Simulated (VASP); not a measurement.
Write the native input for VASP 6.6.1 that does the following.

| Item | Value |
| --- | --- |
| Task | single point |
| Functional | r2SCAN |
| Potentials or basis | VASP PAW PBE potentials, release 64 (Au) |
| Cutoff | 520 eV |
| k mesh | 20 × 20 × 20 |
| Occupations | gaussian, width 0.15 eV |
| Spin | no spin polarisation |
| Dipole correction | no |
| Further INCAR settings | ALGO = Normal; EDIFF = 1e-06; NBANDS = 12 |

Au:

```
Au
1.0
    -1.74013    1.74013    1.61584
     1.74013   -1.74013    1.61584
     1.74013    1.74013   -1.61584
Au
1
Direct
  0.00000 0.00000 0.00000
```

This cell differs from its parent crystal: strain +0.050 along x and y, -0.025 along z.

These files were run (other wordings do the same):

POSCAR

```
Au
1.0
   -1.7401324500      1.7401324500      1.6158372750
    1.7401324500     -1.7401324500      1.6158372750
    1.7401324500      1.7401324500     -1.6158372750
Au
1
Direct
    0.0000000000      0.0000000000      0.0000000000
```

INCAR.step1

```
PREC = Accurate ; ENCUT = 520
ISMEAR = 0 ; SIGMA = 0.15
LREAL = F ; LASPH = T
NELM = 60 ; NBANDS = 12
GGA = PE ; ALGO = Normal
EDIFF = 1E-4 ; LWAVE = T
LCHARG = F
```

INCAR.step2

```
PREC = Accurate ; ENCUT = 520
EDIFF = 1E-6 ; ISMEAR = 0
SIGMA = 0.15 ; LREAL = F
LASPH = T ; NELM = 60
ALGO = Normal ; ISIF = 2
LWAVE = F ; LCHARG = F
METAGGA = R2SCAN ; LMIXTAU = T
NBANDS = 12 ; ISTART = 1
```

KPOINTS

```
Automatic mesh
0
Gamma
  20 20 20
```

Potentials or basis: VASP PAW PBE potentials, release 64 (Au).

Run with:

```bash
$ cat potpaw_PBE.64/Au/POTCAR > POTCAR
$ cp INCAR.step1 INCAR
$ mpirun -np 1 vasp_std > vasp.out
$ cp INCAR.step2 INCAR
$ mpirun -np 1 vasp_std > vasp.out
```

Results of the run:

```json
{
  "Pressure": "-11.5 GPa"
}
```

Caveat: the cell differs from its parent crystal (strain +0.050 along x and y, -0.025 along z); the PAW data sets were made with another functional, which shifts forces and pressure a little.

It took 3.8 min on 1 thread of Intel(R) Xeon(R) Platinum 8375C CPU @ 2.90GHz (Ice Lake), on a shared host, peak memory 0.27 GiB.
